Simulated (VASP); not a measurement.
# GaSb (Immm) in VASP: notebook, part 2 of 2

VASP 6.6.1. The steps go on from the part before.

## (3) Single point, LDA (25.69 Å³/atom)

This run uses another cell than the first one, of 25.69 Å³/atom.

File INCAR:

```
PREC = Accurate ; ENCUT = 520
EDIFF = 1E-6 ; ISMEAR = 0
SIGMA = 0.15 ; LREAL = F
LASPH = T ; NELM = 60
ALGO = Fast ; ISIF = 2
LWAVE = F ; LCHARG = T
LELF = T ; LVHAR = T
NBANDS = 16
```

File KPOINTS:

```
Automatic mesh
0
Gamma
  18 18 18
```

File POSCAR:

```
GaSb
1.0
   -1.6856157434      2.6092404647      2.9201872885
    1.6856157434     -2.6092404647      2.9201872885
    1.6856157434      2.6092404647     -2.9201872885
Ga Sb
1 1
Direct
    0.0000000000      0.0000000000      0.0000000000
    0.5000000000      0.5000000000      0.0000000000
```

Potentials or basis: VASP PAW LDA potentials, release 64 (Ga_d, Sb).

The run is started by

```
cat potpaw_LDA.64/Ga_d/POTCAR potpaw_LDA.64/Sb/POTCAR > POTCAR
mpirun -np 1 vasp_std > vasp.out
```

OUTCAR:

```text
PREC = Accurate
   ENCUT = 520
   EDIFF = 1E-6
   ISMEAR = 0
   LREAL = F
   LASPH = T
   NELM = 60
   ISIF = 2

 ion  position               nearest neighbor table
   1  0.000  0.000  0.000-   2 2.92   2 2.92   2 3.11   2 3.11   2 3.11   2 3.11
   2  0.500  0.500  0.000-   1 2.92   1 2.92   1 3.11   1 3.11   1 3.11   1 3.11

  LATTYP: Found a body centered orthorhombic cell.
 ALAT       =     3.3712314868
 B/A-ratio  =     1.5479450017
 C/A-ratio  =     1.7324157655

  Lattice vectors:

 A1 = (  -1.6856157434,   2.6092404647,   2.9201872885)
 A2 = (   1.6856157434,  -2.6092404647,   2.9201872885)
 A3 = (   1.6856157434,   2.6092404647,  -2.9201872885)

Analysis of symmetry for initial positions (statically):
=====================================================================
 Subroutine PRICEL returns:
 Original cell was already a primitive cell.

 Routine SETGRP: Setting up the symmetry group for a
 body centered orthorhombic supercell.

 Subroutine GETGRP returns: Found  8 space group operations
 (whereof  8 operations were pure point group operations)
[... 164 lines left out ...]

 E-fermi :   5.6341     XC(G=0): -10.1768

 val. band max:        5.6295114809   @ k =   0.1111   0.0556   0.0556
 cond. band min:       5.6343161574   @ k =   0.5000  -0.2222   0.1111
 fundamental gap:      0.0048046765
 Fermi energy:         5.6340693486

 k-point     1 :       0.0000    0.0000    0.0000
  band No.  band energies     occupation
      1      -9.2633      2.00000
      2      -9.2096      2.00000
      3      -9.2026      2.00000
      4      -9.1980      2.00000
      5      -9.1814      2.00000
      6      -5.7972      2.00000
[... 433 lines left out ...]
      3      -9.2093      2.00000
      4      -9.1928      2.00000
      5      -9.1808      2.00000
      6      -5.2163      2.00000
[... 8 lines left out ...]
     15      14.2019      0.00000
     16      15.3906      0.00000

 [... further k-points ...]

------------------------ aborting loop because EDIFF is reached ----------------------------------------

  FORCE on cell =-STRESS in cart. coord.  units (eV):
  Direction    XX          YY          ZZ          XY          YZ          ZX
  --------------------------------------------------------------------------------------
  -------------------------------------------------------------------------------------
  Total       -2.3231028     -2.1933999     -2.0517357      0.0000000      0.0000000      0.0000000
  in kB      -72.4495389    -68.4045552    -63.9865376      0.0000000      0.0000000      0.0000000
  external PRESSURE =     -68.2802106 kB  Pullay stress =       0.0000000 kB

 VOLUME and BASIS-vectors are now :
 -----------------------------------------------------------------------------
  energy-cutoff  :      520.00
  volume of cell :       51.37
      direct lattice vectors                 reciprocal lattice vectors
    -1.685615743  2.609240465  2.920187289     0.000000000  0.191626646  0.171221895
     1.685615743 -2.609240465  2.920187289     0.296627510  0.000000000  0.171221895
     1.685615743  2.609240465 -2.920187289     0.296627510  0.191626646  0.000000000

 POSITION                                       TOTAL-FORCE (eV/Angst)
 -----------------------------------------------------------------------------------
      0.00000      0.00000      0.00000         0.000000     -0.000000      0.000000
      0.00000      0.00000      2.92019        -0.000000      0.000000     -0.000000
 -----------------------------------------------------------------------------------
    total drift:                                0.000000      0.000000      0.000000

  FREE ENERGIE OF THE ION-ELECTRON SYSTEM (eV)
  ---------------------------------------------------
  free  energy   TOTEN  =        -8.2080519814 eV

  energy  without entropy=       -8.1979840394  energy(sigma->0) =       -8.20301801
```

OSZICAR:

```text
N       E                     dE             d eps       ncg     rms          rms(c)
DAV:   1     0.786570926236E+02    0.78657E+02   -0.85513E+03 28176   0.143E+03
DAV:   2    -0.220604479676E+01   -0.80863E+02   -0.78069E+02 32648   0.299E+02
DAV:   3    -0.813937313236E+01   -0.59333E+01   -0.59086E+01 33456   0.629E+01
DAV:   4    -0.824004192119E+01   -0.10067E+00   -0.10065E+00 34624   0.908E+00
DAV:   5    -0.824234935821E+01   -0.23074E-02   -0.23074E-02 35952   0.124E+00    0.218E+00
RMM:   6    -0.821551259827E+01    0.26837E-01   -0.35707E-02 40722   0.203E+00    0.126E+00
RMM:   7    -0.820834901758E+01    0.71636E-02   -0.16101E-02 40896   0.900E-01    0.200E-01
RMM:   8    -0.820804348178E+01    0.30554E-03   -0.25012E-03 41265   0.497E-01    0.605E-02
RMM:   9    -0.820804878378E+01   -0.53020E-05   -0.27996E-04 46186   0.156E-01    0.185E-02
RMM:  10    -0.820805111952E+01   -0.23357E-05   -0.51181E-05 43957   0.638E-02    0.814E-03
RMM:  11    -0.820805172502E+01   -0.60549E-06   -0.11419E-05 42378   0.312E-02    0.727E-03
RMM:  12    -0.820805198141E+01   -0.25639E-06   -0.29264E-06 26423   0.154E-02
   1 F= -.82080520E+01 E0= -.82030180E+01  d E =-.100679E-01
```

stdout:

```text
POSCAR found type information on POSCAR GaSb
 POSCAR found :  2 types and       2 ions
 scaLAPACK will be used
 LDA part: xc-table for (Slater(with rela. corr.)+CA(PZ))
 , standard interpolation
 POSCAR, INCAR and KPOINTS ok, starting setup
 FFT: planning ... GRIDC
 FFT: planning ... GRID_SOFT
 FFT: planning ... GRID
 WAVECAR not read
 entering main loop
WARNING in EDDRMM: call to ZHEGV failed, returncode =   8  4     14
WARNING in EDDRMM: call to ZHEGV failed, returncode =   8  4     15
WARNING in EDDRMM: call to ZHEGV failed, returncode =   8  4     16
WARNING in EDDRMM: call to ZHEGV failed, returncode =   6  3     14
WARNING in EDDRMM: call to ZHEGV failed, returncode =   8  4     14
WARNING in EDDRMM: call to ZHEGV failed, returncode =   6  3     15
WARNING in EDDRMM: call to ZHEGV failed, returncode =   6  3     13
WARNING in EDDRMM: call to ZHEGV failed, returncode =   8  4     14
WARNING in EDDRMM: call to ZHEGV failed, returncode =   8  4     14
```

Wall time 12 min (1 thread of Oxide Virtual Turin-like, shared host); peak memory 0.74 GiB.

What came out:

```yaml
Free_energy: -8.2081 eV
Pressure: -6.8 GPa
Band_gap_on_the_k_mesh: zero (bands 9 and 10 overlap by 4.86 eV)
```

Levels at points of the mesh, in eV from the Fermi level:
```csv
k point,band 7,band 8,band 9,band 10,band 11,band 12
"(0.00, 0.00, 0.00)",-2.69,-1.60,-1.15,3.71,3.94,6.24
"(0.50, 0.00, 0.00)",-7.55,0.19,1.81,2.56,3.15,3.22
"(0.00, 0.50, 0.00)",-6.07,-1.44,-0.32,0.03,1.14,2.44
"(0.50, 0.50, 0.00)",-4.59,-3.47,-1.85,-1.85,3.40,4.35
"(0.50, 0.50, 0.50)",-5.42,-4.65,-4.15,1.66,5.66,8.70
```

Caveat: the cell stands under tension; spin-orbit coupling is left out, which moves the levels of the heavy elements.
